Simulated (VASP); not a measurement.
# AgCl (P2_1/m) in VASP: further runs

Runs on AgCl. Level: PBE. Tasks: single point.

Program: VASP 6.6.1. These are calculated values, not measurements. Logs are shortened: lines on timing, memory, paths and dates and some standing lists are left out, and cuts for length are marked.

## 1. The cell of the first run

It takes space group P2_1/m (No. 11, monoclinic). The conventional cell has a = 5.612 Å, b = 3.968 Å, c = 11.944 Å, α = 90.00°, β = 94.45°, γ = 90.00°. Ag (site symmetry m) has 6 Cl at 2.81 Å within 3.7 Å. Within 3.7 Å of Ag (site symmetry m) lie 6 Cl at 2.81 to 2.96 Å and 2 Ag at 3.38 Å. Ag (site symmetry m) has 6 Cl at 2.81 Å within 3.7 Å. Cl (site symmetry m) has 6 Ag at 2.81 to 2.96 Å and 2 Cl at 3.38 Å within 3.7 Å. Within 3.7 Å of Cl (site symmetry m) lie 6 Ag at 2.81 Å. Within 3.7 Å of Cl (site symmetry m) lie 6 Ag at 2.81 Å.

## 2. Single point, PBE (the part above a cut slid along it)

File INCAR:

```
SYSTEM = AgCl
PREC     = Accurate       ! precision mode
ENCUT    = 520            ! plane-wave cutoff, eV
EDIFF    = 1E-7           ! SCF threshold, eV
ISMEAR   = 0              ! smearing method
SIGMA    = 0.05           ! smearing width, eV
LREAL    = .FALSE.        ! projectors in reciprocal space
LASPH    = .TRUE.         ! aspherical terms in the spheres
NELM     = 100            ! most SCF steps
ALGO     = Normal         ! electronic algorithm
ISIF     = 2              ! what is computed and relaxed
LWAVE    = .FALSE.        ! write WAVECAR
LCHARG   = .FALSE.        ! write CHGCAR
GGA      = PE             ! functional
NBANDS   = 66             ! bands
```

File KPOINTS:

```
regular mesh
0
G
  7 5 3
  0 0 0
```

File POSCAR:

```
AgCl
1.0
    0.0000000000     -3.9680551249      0.0000000000
    0.2747307082      0.0000000000     -5.6051095939
   11.9387036799      0.0000000000     -0.3431487225
Ag Cl
6 6
Direct
    0.7500000000      0.6245713028      0.7500991820
    0.7500000000      0.7357046361      0.0834325153
    0.7500000000      0.6801379694      0.4167658486
    0.2500000000      0.0976009206      0.9165341514
    0.2500000000      0.2087342539      0.2498674847
    0.2500000000      0.1531675872      0.5832008180
    0.2500000000      0.5974872505      0.9166318913
    0.2500000000      0.7086205838      0.2499652247
    0.2500000000      0.6530539172      0.5832985580
    0.7500000000      0.1246849728      0.7500014420
    0.7500000000      0.2358183062      0.0833347753
    0.7500000000      0.1802516395      0.4166681087
```

Potentials or basis: VASP PAW PBE potentials, release 64 (Ag, Cl).

Run with:

```
$ cat potpaw_PBE.64/Ag/POTCAR potpaw_PBE.64/Cl/POTCAR > POTCAR
$ mpirun -np 1 vasp_std > vasp.out
```

OUTCAR:

```text
SYSTEM = AgCl
   PREC = Accurate
   ENCUT = 520
   EDIFF = 1E-7
   ISMEAR = 0
   LREAL = .FALSE.
   LASPH = .TRUE.
   NELM = 100
   ISIF = 2
   GGA = PE

 ion  position               nearest neighbor table
   1  0.750  0.625  0.750-   7 2.81   7 2.81  10 2.81  10 2.81   9 2.81   9 2.81
   2  0.750  0.736  0.083-   8 2.81   8 2.81  11 2.81  11 2.81   7 2.96   7 2.96   4 3.38   4 3.38

   3  0.750  0.680  0.417-   9 2.81   9 2.81  12 2.81  12 2.81   8 2.81   8 2.81
   4  0.250  0.098  0.917-  10 2.81  10 2.81   7 2.81   7 2.81  11 2.96  11 2.96   2 3.38   2 3.38

   5  0.250  0.209  0.250-  11 2.81  11 2.81   8 2.81   8 2.81  12 2.81  12 2.81
   6  0.250  0.153  0.583-  12 2.81  12 2.81   9 2.81   9 2.81  10 2.81  10 2.81
   7  0.250  0.597  0.917-   1 2.81   1 2.81   4 2.81   4 2.81   2 2.96   2 2.96
   8  0.250  0.709  0.250-   2 2.81   2 2.81   5 2.81   5 2.81   3 2.81   3 2.81
   9  0.250  0.653  0.583-   3 2.81   3 2.81   6 2.81   6 2.81   1 2.81   1 2.81
  10  0.750  0.125  0.750-   4 2.81   4 2.81   1 2.81   1 2.81   6 2.81   6 2.81
  11  0.750  0.236  0.083-   5 2.81   5 2.81   2 2.81   2 2.81   4 2.96   4 2.96
  12  0.750  0.180  0.417-   6 2.81   6 2.81   3 2.81   3 2.81   5 2.81   5 2.81

  LATTYP: Found a simple monoclinic cell.
 ALAT       =     5.6118384262
 B/A-ratio  =     0.7070864882
 C/A-ratio  =     2.1282925912
 COS(beta)  =    -0.0776315834

  Lattice vectors:

 A1 = (   0.2747307082,   0.0000000000,  -5.6051095939)
 A2 = (   0.0000000000,  -3.9680551249,   0.0000000000)
 A3 = ( -11.9387036799,   0.0000000000,   0.3431487225)

Analysis of symmetry for initial positions (statically):
=====================================================================
 Subroutine PRICEL returns:
 Original cell was already a primitive cell.

 Routine SETGRP: Setting up the symmetry group for a
 simple monoclinic supercell.

 Subroutine GETGRP returns: Found  4 space group operations
 (whereof  1 operations were pure point group operations)
 out of a pool of  4 trial point group operations.

The static configuration has the point symmetry C_1 .
 The point group associated with its full space group is C_2h.

Analysis of symmetry for dynamics (positions and initial velocities):
=====================================================================
 Subroutine PRICEL returns:
 Original cell was already a primitive cell.

 Routine SETGRP: Setting up the symmetry group for a
 simple monoclinic supercell.

 Subroutine GETGRP returns: Found  4 space group operations
 (whereof  1 operations were pure point group operations)
 out of a pool of  4 trial point group operations.

The dynamic configuration has the point symmetry C_1 .
 The point group associated with its full space group is C_2h.

 Subroutine INISYM returns: Found  4 space group operations
 (whereof  1 operations are pure point group operations),
 and found     1 'primitive' translations

----------------------------------------------------------------------------------------

                                     Primitive cell

  volume of cell :     265.1592

  direct lattice vectors                    reciprocal lattice vectors
     0.000000000 -3.968055125  0.000000000     0.000000000 -0.252012628  0.000000000
     0.274730708  0.000000000 -5.605109594    -0.005135153  0.000000000 -0.178660340
    11.938703680  0.000000000 -0.343148723     0.083879357  0.000000000  0.004111291

  length of vectors
     3.968055125  5.611838426 11.943634146     0.252012628  0.178734123  0.083980052

  position of ions in fractional coordinates (direct lattice)
     0.750000000  0.624571303  0.750099182
     0.750000000  0.735704636  0.083432515
     0.750000000  0.680137969  0.416765849
     0.250000000  0.097600921  0.916534151
     0.250000000  0.208734254  0.249867485
     0.250000000  0.153167587  0.583200818
     0.250000000  0.597487251  0.916631891
     0.250000000  0.708620584  0.249965225
     0.250000000  0.653053917  0.583298558
     0.750000000  0.124684973  0.750001442
     0.750000000  0.235818306  0.083334775
     0.750000000  0.180251639  0.416668109

  ion indices of the primitive-cell ions
   primitive index   ion index
                 1           1
                 2           2
                 3           3
                 4           4
                 5           5
                 6           6
                 7           7
                 8           8
                 9           9
                10          10
                11          11
                12          12

----------------------------------------------------------------------------------------

 KPOINTS: regular mesh

Automatic generation of k-mesh.
 Grid dimensions read from file:
 generate k-points for:    7    5    3

 Generating k-lattice:

  Cartesian coordinates                     Fractional coordinates (reciprocal lattice)
     0.000000000 -0.036001804  0.000000000     0.142857143  0.000000000  0.000000000
    -0.001027031  0.000000000 -0.035732068     0.000000000  0.200000000 -0.000000000
     0.027959786  0.000000000  0.001370430     0.000000000  0.000000000  0.333333333

  Length of vectors
     0.036001804  0.035746825  0.027993351

  Shift w.r.t. Gamma in fractional coordinates (k-lattice)
     0.000000000  0.000000000  0.000000000

 Subroutine IBZKPT returns following result:
 ===========================================

 Found     32 irreducible k-points:

 Following reciprocal coordinates:
            Coordinates               Weight
  0.000000  0.000000  0.000000      1.000000
  0.142857  0.000000  0.000000      2.000000
  0.285714  0.000000  0.000000      2.000000
  0.428571  0.000000  0.000000      2.000000
  0.000000  0.200000 -0.000000      2.000000
  0.142857  0.200000 -0.000000      4.000000
[... 16 lines left out ...]
  0.285714  0.400000  0.333333      4.000000
  0.428571  0.400000  0.333333      4.000000
 [... further k-points ...]
   k-points           NKPTS =     32   k-points in BZ     NKDIM =     32   number of bands    NBANDS=     66
   number of dos      NEDOS =    301   number of ions     NIONS =     12
   total plane-waves  NPLWV = 113400
   dimension x,y,z NGX =    30 NGY =   42 NGZ =   90
   dimension x,y,z NGXF=    60 NGYF=   84 NGZF=  180
   ions per type =               6   6
   NGX,Y,Z   is equivalent  to a cutoff of  12.57, 12.44, 12.53 a.u.
   NGXF,Y,Z  is equivalent  to a cutoff of  25.14, 24.88, 25.05 a.u.
 SYSTEM =  AgCl
   PREC   = accura    normal or accurate (medium, high low for compatibility)
   ISTART =      0    job   : 0-new  1-cont  2-samecut
   ICHARG =      2    charge: 1-file 2-atom 10-const
   ISPIN  =      1    spin polarized calculation?
   LNONCOLLINEAR =      F non collinear calculations
   LSORBIT =      F    spin-orbit coupling
   LASPH  =      T    aspherical Exc in radial PAW
   ENCUT  =  520.0 eV  38.22 Ry    6.18 a.u.   7.38 10.43 22.21*2*pi/ulx,y,z
   NELM   =    100;   NELMIN=  2; NELMDL= -5     # of ELM steps
   EDIFF  = 0.1E-06   stopping-criterion for ELM
   LREAL  =      F    real-space projection
   EDIFFG = 0.1E-05   stopping-criterion for IOM
   NSW    =      0    number of steps for IOM
   IBRION =     -1    ionic relax: 0-MD 1-quasi-New 2-CG
   NFREE  =      0    steps in history (QN), initial steepest desc. (CG)
   ISIF   =      2    stress and relaxation
   ISYM   =      2    0-nonsym 1-usesym 2-fastsym
   POTIM  = 0.5000    time-step for ionic-motion
   TEBEG  =    0.0;   TEEND  =   0.0 temperature during run
   PSTRESS=    0.0 pullay stress
   NELECT =     108.0000    total number of electrons
   NUPDOWN=      -1.0000    fix difference up-down
   EMIN   =  10.00;   EMAX   =-10.00  energy-range for DOS
   EFERMI =   0.00;   METHOD = LEGACY
   ISMEAR =     0;   SIGMA  =   0.05  broadening in eV -4-tet -1-fermi 0-gaus
   EFERMI_NEDOS =   21; number of points for ismear=-14 and -15
   IALGO  =     38    algorithm
   IMIX   =      4    mixing-type and parameters
     AMIX     =   0.40;   BMIX     =  1.00
     AMIX_MAG =   1.60;   BMIX_MAG =  1.00
  volume/ion in A,a.u.               =      22.10       149.12
  Fermi-wavevector in a.u.,A,eV,Ry     =   1.213521  2.293222 20.036380  1.472632
  Thomas-Fermi vector in A             =   2.348970
   LORBIT       =      0    0 simple, 1 ext, 2 COOP (PROOUT), +10 PAW based schemes
   GGA     = PE    functional components
   LHFCALC =     F    Hartree Fock is set to
   AEXX    =    0.0000 exact exchange contribution
   IVDW    =     0    specifies the selected vdW correction
   LEPSILON=     F    determine dielectric tensor
   LRPA    =     F    only Hartree local field effects (RPA)
 non-spin polarized calculation
 Gauss-broadening in eV      SIGMA  =   0.05
  energy-cutoff  :      520.00
  volume of cell :      265.16
 maximum number of plane-waves:      7169
 NGX is ok and might be reduce to    30
   NGX = 15   NGY = 21   NGZ = 45

 number of electron     107.9999988 magnetization

 Free energy of the ion-electron system (eV)
  ---------------------------------------------------
  ext. energy  EPLUGINS =         0.00000000
  ---------------------------------------------------
  free energy    TOTEN  =       -32.17230901 eV

  energy without entropy =      -32.17230901  energy(sigma->0) =      -32.17230901

 E-fermi :   3.5042     XC(G=0):  -9.7946

 val. band max:        3.2580560787   @ k =   0.0000   0.4000   0.3333
 cond. band min:       4.1232521960   @ k =   0.0000   0.0000   0.0000
 fundamental gap:      0.8651961173
 Fermi energy:         3.5042462604

 k-point     1 :       0.0000    0.0000    0.0000
  band No.  band energies     occupation
      1     -11.5216      2.00000
      2     -11.3327      2.00000
      3     -11.2736      2.00000
      4     -11.1189      2.00000
      5     -11.1139      2.00000
      6     -10.8696      2.00000
[... 58 lines left out ...]
     65      11.3404      0.00000
     66      11.3692      0.00000

 k-point     2 :       0.1429    0.0000    0.0000
  band No.  band energies     occupation
      1     -11.4746      2.00000
      2     -11.3084      2.00000
      3     -11.2459      2.00000
      4     -11.1112      2.00000
      5     -11.1046      2.00000
      6     -10.8712      2.00000
[... 58 lines left out ...]
     65      11.1530      0.00000
     66      11.3275      0.00000

 k-point     3 :       0.2857    0.0000    0.0000
  band No.  band energies     occupation
      1     -11.3562      2.00000
      2     -11.2491      2.00000
      3     -11.1813      2.00000
      4     -11.1030      2.00000
      5     -11.0787      2.00000
      6     -10.8869      2.00000
[... 1438 lines left out ...]
     65       9.8925      0.00000
     66      10.3245      0.00000

 k-point    24 :       0.4286    0.4000    0.3333
  band No.  band energies     occupation
      1     -11.1730      2.00000
      2     -11.1632      2.00000
      3     -11.1203      2.00000
      4     -11.1154      2.00000
      5     -10.9882      2.00000
      6     -10.9137      2.00000
[... 58 lines left out ...]
     65      10.4779      0.00000
     66      10.7795      0.00000

 [... further k-points ...]

------------------------ aborting loop because EDIFF is reached ----------------------------------------

  FORCE on cell =-STRESS in cart. coord.  units (eV):
  Direction    XX          YY          ZZ          XY          YZ          ZX
  --------------------------------------------------------------------------------------
  -------------------------------------------------------------------------------------
  Total       -0.7832819     -0.5159312     -1.1438408      0.0000000      0.0000000      1.0368034
  in kB       -4.7328416     -3.1174226     -6.9114546      0.0000000      0.0000000      6.2646999
  external PRESSURE =      -4.9205729 kB  Pullay stress =       0.0000000 kB

 VOLUME and BASIS-vectors are now :
 -----------------------------------------------------------------------------
  energy-cutoff  :      520.00
  volume of cell :      265.16
      direct lattice vectors                 reciprocal lattice vectors
     0.000000000 -3.968055125  0.000000000     0.000000000 -0.252012628  0.000000000
     0.274730708  0.000000000 -5.605109594    -0.005135153  0.000000000 -0.178660340
    11.938703680  0.000000000 -0.343148723     0.083879357  0.000000000  0.004111291

 POSITION                                       TOTAL-FORCE (eV/Angst)
 -----------------------------------------------------------------------------------
      9.12680     -2.97604     -3.75819         0.076810     -0.000000      0.010033
      1.19820     -2.97604     -4.15233        -0.159354     -0.000000     -0.016369
      5.16250     -2.97604     -3.95526         0.013729     -0.000000     -0.001026
     10.96904     -0.99201     -0.86157         0.159354     -0.000000      0.016369
      3.04044     -0.99201     -1.25572        -0.076810      0.000000     -0.010033
      7.00474     -0.99201     -1.05865        -0.013729     -0.000000      0.001026
     11.10754     -0.99201     -3.66352        -0.183817     -0.000000     -0.547257
      3.17894     -0.99201     -4.05767        -0.042109     -0.000000      0.003296
      7.14324     -0.99201     -3.86060        -0.020471     -0.000000      0.002331
      8.98830     -2.97604     -0.95623         0.042109     -0.000000     -0.003296
      1.05970     -2.97604     -1.35038         0.183817     -0.000000      0.547257
      5.02400     -2.97604     -1.15331         0.020471     -0.000000     -0.002331
 -----------------------------------------------------------------------------------
    total drift:                               -0.000004     -0.000000     -0.000001

  FREE ENERGIE OF THE ION-ELECTRON SYSTEM (eV)
  ---------------------------------------------------
  free  energy   TOTEN  =       -32.1723090102 eV

  energy  without entropy=      -32.1723090102  energy(sigma->0) =      -32.17230901
```

Run time: 18 min. Hardware: 1 thread of Intel Xeon 8259CL, shared host; peak memory 0.58 GiB.

What came out:

```yaml
Free_energy: -32.1723 eV
Pressure: -0.5 GPa
Largest_force: 0.577 eV/Å
Band_gap_on_the_k_mesh: 0.87 eV (least direct gap 1.04 eV)
```

Forces on the atoms (eV/Å):
```
Ag   0.077  0.000  0.010
Ag  -0.159  0.000 -0.016
Ag   0.014  0.000 -0.001
Ag   0.159  0.000  0.016
Ag  -0.077  0.000 -0.010
Ag  -0.014  0.000  0.001
Cl  -0.184  0.000 -0.547
Cl  -0.042  0.000  0.003
Cl  -0.020  0.000  0.002
Cl   0.042  0.000 -0.003
Cl   0.184  0.000  0.547
Cl   0.020  0.000 -0.002
```

Caveat: the cell differs from its parent crystal (the part above a cut slid along it).

(Part 1 of 2 ends here.)

The gap in the log of VASP goes by the Fermi energy; the results here count the filled bands.